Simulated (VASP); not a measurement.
SrTiO3, 5 atoms in the cell. Symmetry: Pm-3m, No. 221, cubic system. The conventional cell has a = 3.907 Å, b = 3.907 Å, c = 3.907 Å, α = 90.00°, β = 90.00°, γ = 90.00°. Within 3.6 Å of Sr (site symmetry m-3m) lie 12 O at 2.76 Å and 8 Ti at 3.38 Å. Within 2.6 Å of Ti (site symmetry m-3m) lie 6 O at 1.95 Å. Within 2.6 Å of O (site symmetry 4/mmm) lie 2 Ti at 1.95 Å. 

| Quantity | Value |
| --- | --- |
| Program | VASP 6.6.1 |
| Task | single point |
| Functional | r2SCAN |
| Potentials or basis | VASP PAW PBE potentials, release 64 (Sr_sv, Ti_sv, O) |
| Cutoff | 520 eV |
| k mesh | 6 × 6 × 6 |
| Occupations | fermi-dirac, width 0.02 eV |
| Spin | no spin polarisation |
| Dipole correction | no |
| Further INCAR settings | ALGO = Normal; EDIFF = 1e-07; NBANDS = 28 |

Potentials or basis: VASP PAW PBE potentials, release 64 (Sr_sv, Ti_sv, O).

Launch:

```sh
$ cat potpaw_PBE.64/Sr_sv/POTCAR potpaw_PBE.64/Ti_sv/POTCAR potpaw_PBE.64/O/POTCAR > POTCAR
$ cp INCAR.step1 INCAR
$ mpirun -np 1 vasp_std > vasp.out
$ cp INCAR.step2 INCAR
$ mpirun -np 1 vasp_std > vasp.out
```

Hardware: 1 thread of AMD EPYC 7R43 64-Core Processor (Zen 3), with other jobs on the host.

**Question.** How long does it take, and how much memory?

**Answer.** It took 2.7 min on 1 thread of AMD EPYC 7R43 64-Core Processor (Zen 3), on a shared host, peak memory 0.16 GiB. Counts: k points 20.
